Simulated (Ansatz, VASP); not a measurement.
# One calculation of W, two programs

Contents of INCAR:

```
SYSTEM = W
ALGO = Fast
EDIFF = 1E-6
ENCUT = 520
GGA = PS
ISIF = 2
ISMEAR = 0
LASPH = .TRUE.
LCHARG = .FALSE.
LREAL = .FALSE.
LWAVE = .FALSE.
NBANDS = 13
NELM = 60
PREC = Accurate
SIGMA = 0.15
```

KPOINTS

```
k-points
0
G
  28 28 28
  0 0 0
```

The input POSCAR:

```
W
1.0
    0.0000000000      2.1716025361      1.6938499782
    2.1716025361      0.0000000000      1.6938499782
    2.1716025361      2.1716025361      0.0000000000
W
1
Direct
    0.0000000000      0.0000000000      0.0000000000
```

Input for Ansatz:

```yaml
crystal:
  lattice:
    - [0.0, 2.1716025361, 1.6938499782]
    - [2.1716025361, 0.0, 1.6938499782]
    - [2.1716025361, 2.1716025361, 0.0]
  atoms:
    - { symbol: W, position: [0.0, 0.0, 0.0] }
basis:
  ecutwfc: 420
kpoints:
  mp_grid: { grid: [28, 28, 28] }
hamiltonian:
  xc: pbesol
scf:
  occupations: { method: gaussian, width: 0.15 }
output:
  forces: true
  stress: true
  eigenvalues: true
```

Alike in both runs: task single point; functional PBEsol; k mesh 28 × 28 × 28; occupations gaussian, width 0.15 eV; no spin polarisation.

|  | VASP | Ansatz |
| --- | --- | --- |
| version | VASP 6.6.1 | Ansatz 0.2.0 |
| potentials or method | VASP PAW PBE potentials, release 64 (W_sv), cutoff 520 eV | scalar-relativistic, plane waves, PAW |
| valence electrons in the cell | 14 | 14 |

VASP gave:

| Property | Result |
| --- | --- |
| gap on the k mesh at the Fermi level (eV) | none |
| pressure (GPa) | -3.7 |
| traceless stress, the component that is largest in VASP (GPa) | -17.30 |

Problem. What did Ansatz give for the same quantities?

Solution. gap on the k mesh at the Fermi level (eV): none; pressure (GPa): -4.3; traceless stress, the component that is largest in VASP (GPa): -17.32.

VASP's potentials were made for PBE, not for PBEsol. A gap of «none» marks a metal or a gap that the smearing closes.

Neither program's run includes spin-orbit coupling.
